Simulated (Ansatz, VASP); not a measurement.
Two plane-wave programs on KBr

The input INCAR:

```
  PREC = Accurate
  ENCUT = 520
  EDIFF = 1E-6
  ISMEAR = -1
  SIGMA = 0.02
  LREAL = F
  LASPH = T
  NELM = 100
  ALGO = Normal
  ISIF = 2
  LWAVE = F
  LCHARG = F
  GGA = PE
  NBANDS = 15
```

File KPOINTS:

```
Automatic mesh
0
Gamma
  6 6 6
```

File POSCAR:

```
KBr
1.0
    4.0181233363     -0.0714552532     -0.0714552532
   -0.0714552532      4.0181233363     -0.0714552532
   -0.0714552532     -0.0714552532      4.0181233363
K Br
1 1
Direct
    0.0000000000      0.0000000000      0.0000000000
    0.5000000000      0.5000000000      0.5000000000
```

Input for Ansatz:

```yaml
crystal:
  lattice:
    - [4.0181233363, -0.0714552532, -0.0714552532]
    - [-0.0714552532, 4.0181233363, -0.0714552532]
    - [-0.0714552532, -0.0714552532, 4.0181233363]
  atoms:
    - { symbol: K, position: [0.0, 0.0, 0.0] }
    - { symbol: Br, position: [0.5, 0.5, 0.5] }
kpoints:
  mp_grid: { grid: [6, 6, 6] }
  band_path:
    path:
      - [0.0, 0.0, 0.0]
      - [0.0, 0.5, 0.0]
      - [0.5, 0.5, 0.0]
      - [0.5, 0.5, 0.5]
      - [0.0, 0.5, 0.5]
    npoints: 1
hamiltonian:
  xc: pbe
scf:
  occupations: { method: fermi_dirac, width: 0.02 }
  n_extra_bands: 4
output:
  forces: true
  stress: true
  eigenvalues: true
```

Change from the starting cell: epitaxial_111 strain +2.9%.

Alike in both runs: task single point; functional PBE; k mesh 6 × 6 × 6; occupations fermi-dirac, width 0.02 eV; no spin polarisation.

```csv
,VASP,Ansatz
version,VASP 6.6.1,Ansatz 0.2.0
potentials or method,"VASP PAW PBE potentials, release 64 (K_sv, Br)","plane waves, PAW"
plane-wave cutoff (eV),520,420
valence electrons in the cell,16,16
```

VASP gave:

| Quantity | Value |
| --- | --- |
| gap on the k mesh at the Fermi level (eV) | 3.93 |
| pressure (GPa) | 0.4 |
| traceless stress, the component that is largest in VASP (GPa) | 0.22 |

Problem. What did Ansatz give for the same quantities?

Solution. gap on the k mesh at the Fermi level (eV): 3.93; pressure (GPa): 0.4; traceless stress, the component that is largest in VASP (GPa): 0.21.
